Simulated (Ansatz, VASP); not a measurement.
One calculation of CsGeF3, two programs

The input POSCAR:

```
CsGeF3
1.0
    4.4965198475      0.0000000000      0.0000000000
    0.0000000000      4.4965198475      0.0000000000
    0.0000000000      0.0000000000      4.4965198475
Cs Ge F
1 1 3
Direct
    0.0000000000      0.0000000000      0.0000000000
    0.5000000000      0.5000000000      0.5000000000
    0.5000000000      0.5000000000      0.0000000000
    0.5000000000      0.0000000000      0.5000000000
    0.0000000000      0.5000000000      0.5000000000
```

Contents of INCAR.step1:

```
PREC = Accurate
ENCUT = 520
ISMEAR = 0
SIGMA = 0.01
LREAL = False
LASPH = True
NELM = 100
NBANDS = 30
GGA = PE
ALGO = Normal
EDIFF = 1E-4
LWAVE = True
LCHARG = False
```

Contents of INCAR.step2:

```
PREC = Accurate
ENCUT = 520
EDIFF = 1E-6
ISMEAR = 0
SIGMA = 0.01
LREAL = False
LASPH = True
NELM = 100
ALGO = Normal
ISIF = 2
LWAVE = False
LCHARG = False
METAGGA = R2SCAN
LMIXTAU = True
NBANDS = 30
ISTART = 1
```

File KPOINTS:

```
Automatic mesh
0
Gamma
  6 6 6
```

Input for Ansatz:

```yaml
crystal:
  lattice:
    - [4.4965198475, 0.0, 0.0]
    - [0.0, 4.4965198475, 0.0]
    - [0.0, 0.0, 4.4965198475]
  atoms:
    - { symbol: Cs, position: [0.0, 0.0, 0.0] }
    - { symbol: Ge, position: [0.5, 0.5, 0.5] }
    - { symbol: F, position: [0.5, 0.5, 0.0] }
    - { symbol: F, position: [0.5, 0.0, 0.5] }
    - { symbol: F, position: [0.0, 0.5, 0.5] }
kpoints:
  mp_grid: { grid: [6, 6, 6] }
  band_path:
    path: [[0.0, 0.0, 0.0], [0.0, 0.5, 0.0], [0.5, 0.5, 0.0], [0.5, 0.5, 0.5]]
    npoints: 1
hamiltonian:
  xc: r2scan
scf:
  occupations: { method: fixed }
  n_extra_bands: 5
output:
  forces: true
  stress: true
  eigenvalues: true
```

Alike in both runs: task single point; functional r2SCAN; k mesh 6 × 6 × 6; no spin polarisation.

|  | VASP | Ansatz |
| --- | --- | --- |
| version | VASP 6.6.1 | Ansatz 0.2.0 |
| potentials or method | VASP PAW PBE potentials, release 64 (Cs_sv, Ge_d, F) | plane waves, PAW |
| plane-wave cutoff (eV) | 520 | 500 |
| occupations | gaussian, width 0.01 eV | fixed |
| valence electrons in the cell | 44 | 44 |

VASP gave:

```
gap on the k mesh at the Fermi level (eV) : 2.10
pressure (GPa)                            : -0.1
```

Task: What did Ansatz give for the same quantities?

Result: gap on the k mesh at the Fermi level (eV): 2.11; pressure (GPa): 0.0.

VASP's potentials were made for PBE, not for r2SCAN.

Spin-orbit coupling is off throughout.
